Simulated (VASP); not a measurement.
A run of VASP 6.6.1:

Contents of POSCAR:

```
SbPt
1.0
    4.1944487090      0.0000000000      0.0000000000
   -2.0972243545      3.6324991369      0.0000000000
    0.0000000000      0.0000000000      5.6216458791
Sb Pt
2 2
Direct
    0.3333333333      0.6666666667      0.2500000000
    0.6666666667      0.3333333333      0.7500000000
    0.0000000000      0.0000000000      0.0000000000
    0.0000000000      0.0000000000      0.5000000000
```

Contents of INCAR.step1:

```
SYSTEM = SbPt
PREC     = Accurate       ! precision mode
ENCUT    = 600            ! plane-wave cutoff, eV
ISMEAR   = -1             ! smearing method
SIGMA    = 0.02           ! smearing width, eV
LREAL    = .False.        ! projectors in reciprocal space
LASPH    = .True.         ! aspherical terms in the spheres
NELM     = 100            ! most SCF steps
GGA      = PE             ! functional
ALGO     = Normal         ! electronic algorithm
EDIFF    = 1E-4           ! SCF threshold, eV
LWAVE    = .True.         ! write WAVECAR
LCHARG   = .False.        ! write CHGCAR
```

File INCAR.step2:

```
SYSTEM = SbPt
PREC     = Accurate       ! precision mode
ENCUT    = 600            ! plane-wave cutoff, eV
EDIFF    = 1E-6           ! SCF threshold, eV
ISMEAR   = -1             ! smearing method
SIGMA    = 0.02           ! smearing width, eV
LREAL    = .False.        ! projectors in reciprocal space
LASPH    = .True.         ! aspherical terms in the spheres
NELM     = 100            ! most SCF steps
ALGO     = Normal         ! electronic algorithm
ISIF     = 3              ! what is computed and relaxed
LWAVE    = .False.        ! write WAVECAR
LCHARG   = .False.        ! write CHGCAR
METAGGA  = R2SCAN         ! meta-GGA
LMIXTAU  = .True.       
IBRION   = 2              ! ionic algorithm
NSW      = 80             ! ionic steps
EDIFFG   = -0.005         ! ionic threshold
ISTART   = 1
```

KPOINTS

```
Automatic mesh
0
Gamma
  6 6 4
  0 0 0
```

Potentials or basis: VASP PAW PBE potentials, release 64 (Sb, Pt).

The run is started by

```bash
$ cat potpaw_PBE.64/Sb/POTCAR potpaw_PBE.64/Pt/POTCAR > POTCAR
$ cp INCAR.step1 INCAR
$ mpirun -np 1 vasp_std > vasp.out
$ cp INCAR.step2 INCAR
$ mpirun -np 1 vasp_std > vasp.out
```

Hardware: 1 thread of Intel(R) Xeon(R) 6975P-C (Granite Rapids), with other jobs on the host.

Problem. Estimate the wall time of this run.

Solution. It took 7.6 min on 1 thread of Intel(R) Xeon(R) 6975P-C (Granite Rapids) (shared host), peak memory 0.29 GiB. Counts: k points 21, ion steps 12.
